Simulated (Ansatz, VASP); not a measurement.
# Two plane-wave programs on NbAs

Contents of INCAR:

```
PREC     = Accurate       # precision mode
ENCUT    = 520            # plane-wave cutoff, eV
EDIFF    = 1E-7           # SCF threshold, eV
ISMEAR   = 0              # smearing method
SIGMA    = 0.1            # smearing width, eV
LREAL    = False          # projectors in reciprocal space
LASPH    = True           # aspherical terms in the spheres
NELM     = 150            # most SCF steps
ALGO     = Normal         # electronic algorithm
ISIF     = 2              # what is computed and relaxed
LWAVE    = False          # write WAVECAR
LCHARG   = False          # write CHGCAR
ISPIN    = 2              # spin polarisation
MAGMOM   = 2.5 0          # initial moments
LORBIT   = 11             # projections on sites
LMAXMIX  = 4              # l up to which the mixer works
GGA      = PS             # functional
NBANDS   = 20             # bands
```

KPOINTS

```
regular mesh
0
Gamma
  12 12 12
```

The input POSCAR:

```
NbAs
1.0
    0.0000000000      2.8723581278      2.8723581278
    2.8723581278      0.0000000000      2.8723581278
    2.8723581278      2.8723581278      0.0000000000
Nb As
1 1
Direct
    0.0000000000      0.0000000000      0.0000000000
    0.2500000000      0.2500000000      0.2500000000
```

Input for Ansatz:

```yaml
crystal:
  lattice:
    - [0.0, 2.8723581278, 2.8723581278]
    - [2.8723581278, 0.0, 2.8723581278]
    - [2.8723581278, 2.8723581278, 0.0]
  atoms:
    - { symbol: Nb, position: [0.0, 0.0, 0.0], spin: 2.5 }
    - { symbol: As, position: [0.25, 0.25, 0.25] }
basis:
  ecutwfc: 420
kpoints:
  mp_grid: { grid: [12, 12, 12] }
hamiltonian:
  xc: pbesol
scf:
  occupations: { method: gaussian, width: 0.1 }
  lower_state_search: "off"
output:
  forces: true
  stress: true
  eigenvalues: true
  populations: true
magnetization:
  spin_polarized: true
```

Alike in both runs: task single point; functional PBEsol; k mesh 12 × 12 × 12; occupations gaussian, width 0.1 eV; collinear spin.

|  | VASP | Ansatz |
| --- | --- | --- |
| version | VASP 6.6.1 | Ansatz 0.2.0 |
| potentials or method | VASP PAW PBE potentials, release 64 (Nb_sv, As), cutoff 520 eV | scalar-relativistic, plane waves, PAW |
| valence electrons in the cell | 18 | 28 |

|  | VASP | Ansatz | Ansatz less VASP |
| --- | --- | --- | --- |
| gap on the k mesh at the Fermi level (eV) | none | none | - |
| pressure (GPa) | 0.2 | 0.0 | -0.17 |
| net moment per atom (μB) | 0.00 | 0.00 | 0.000 |

VASP's potentials were made for PBE, not for PBEsol. A gap of «none» marks a metal or a gap that the smearing closes. The functional is the same, so the differences come from potentials, cutoffs and numerics. VASP's potentials hold 18 valence electrons a cell and Ansatz's 28, so a difference there can come from the potentials and not from the codes. Ansatz's warnings: seeded moment not kept.
